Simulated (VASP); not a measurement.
**As2Se: single point with PBEsol**

As2Se:

```
As Se
1.0
    -3.46999    3.46999    2.61564
     3.46999   -3.46999    2.61564
     3.46999    3.46999   -2.61564
As Se
4 2
Direct
  0.87500 0.12500 0.75000
  0.37500 0.12500 0.25000
  0.87500 0.62500 0.75000
  0.87500 0.12500 0.25000
  0.50000 0.50000 0.00000
  0.25000 0.75000 0.50000
```

- Program: VASP 6.6.1
- Task: single point
- Functional: PBEsol
- Potentials or basis: VASP PAW PBE potentials, release 64 (As, Se)
- Cutoff: 520 eV
- k mesh: 12 × 12 × 12
- Occupations: gaussian, width 0.15 eV
- Spin: no spin polarisation
- Dipole correction: no
- Further INCAR settings: ALGO = Normal; EDIFF = 1e-07; NBANDS = 25

```yaml
Pressure: 0.3 GPa
Band_gap_on_the_k_mesh: zero (band 16 reaches 5.55 eV, above the bottom of band 17 at 4.87 eV)
```

Stress tensor (GPa, compression positive):
```
0.19 0.00 0.00
0.00 0.19 0.00
0.00 0.00 0.62
```

Levels at points of the mesh, in eV from the Fermi level:
| k point | band 13 | band 14 | band 15 | band 16 | band 17 | band 18 | band 19 | band 20 |
| --- | --- | --- | --- | --- | --- | --- | --- | --- |
| (0.00, 0.00, 0.00) | -3.04 | -2.93 | -2.93 | -1.06 | 2.47 | 3.11 | 3.11 | 3.21 |
| (0.50, 0.00, 0.00) | -1.86 | -1.55 | -0.57 | -0.08 | 0.16 | 0.46 | 1.54 | 2.57 |
| (0.50, 0.50, 0.00) | -1.48 | -1.48 | -1.26 | -1.26 | -0.11 | -0.11 | 1.84 | 1.84 |
| (0.50, 0.50, 0.50) | -0.79 | -0.79 | -0.40 | -0.40 | 0.36 | 0.36 | 0.44 | 0.44 |

It took 8.8 min on 1 thread of Intel Xeon 6975P-C (shared host), peak memory 0.57 GiB.

Caveat: the PAW data sets were made with another functional, which shifts forces and pressure a little.
